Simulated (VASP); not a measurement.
Wanted: the native input for a VASP 6.6.1 run.

```
Task                   : relaxation of cell and atoms
Functional             : PBE
Potentials or basis    : VASP PAW PBE potentials, release 64 (Hf_pv, Si, O)
Cutoff                 : 600 eV
k mesh                 : 10 × 10 × 10
Occupations            : gaussian, width 0.01 eV
Spin                   : no spin polarisation
Dipole correction      : no
Further INCAR settings : ALGO = Normal; EDIFF = 1e-06; IBRION = 2; EDIFFG = -0.01; NSW = 100; ISIF = 3
```

The structure of HfSiO4 lies in POSCAR:

```
HfSiO4
1.0
    0.0000000000      3.4559562335      3.4559562335
    3.4559562335      0.0000000000      3.4559562335
    3.4559562335      3.4559562335      0.0000000000
Hf Si O
1 1 4
Direct
    0.5000000000      0.5000000000      0.5000000000
    0.0000000000      0.0000000000      0.0000000000
    0.3968521159      0.8677159614      0.8677159614
    0.8677159614      0.8677159614      0.8677159614
    0.8677159614      0.8677159614      0.3968521159
    0.8677159614      0.3968521159      0.8677159614
```

The input as run:

INCAR

```
  PREC = Accurate
  ENCUT = 600
  EDIFF = 1E-6
  ISMEAR = 0
  SIGMA = 0.01
  LREAL = False
  LASPH = True
  NELM = 100
  ALGO = Normal
  ISIF = 3
  LWAVE = False
  LCHARG = False
  GGA = PE
  IBRION = 2
  NSW = 100
  EDIFFG = -0.01
```

KPOINTS

```
regular mesh
0
Gamma
  10 10 10
```

Potentials or basis: VASP PAW PBE potentials, release 64 (Hf_pv, Si, O).

Command:

```bash
$ cat potpaw_PBE.64/Hf_pv/POTCAR potpaw_PBE.64/Si/POTCAR potpaw_PBE.64/O/POTCAR > POTCAR
$ mpirun -np 1 vasp_std > vasp.out
```

Results of the run:

```
Relaxed volume                         : 13.72 Å³/atom
Relaxed cell                           : a = 4.882 Å, b = 4.882 Å, c = 4.882 Å, α = 60.00°, β = 60.00°, γ = 60.00°
Space group after relaxing (to 0.05 Å) : F-43m (No. 216)
Energy gained by relaxing              : 0.1 meV/atom
Ionic steps                            : 4
Pressure after relaxing                : 0.1 GPa
Largest force after relaxing           : 0.003 eV/Å
Band gap on the k mesh                 : 0.13 eV, indirect (least direct gap 0.15 eV)
```

Caveat: spin-orbit coupling is left out, which moves the levels of the heavy elements.

Run time: 7.6 min on 1 thread of Intel Xeon 8259CL, with other jobs on the host, peak memory 0.32 GiB.
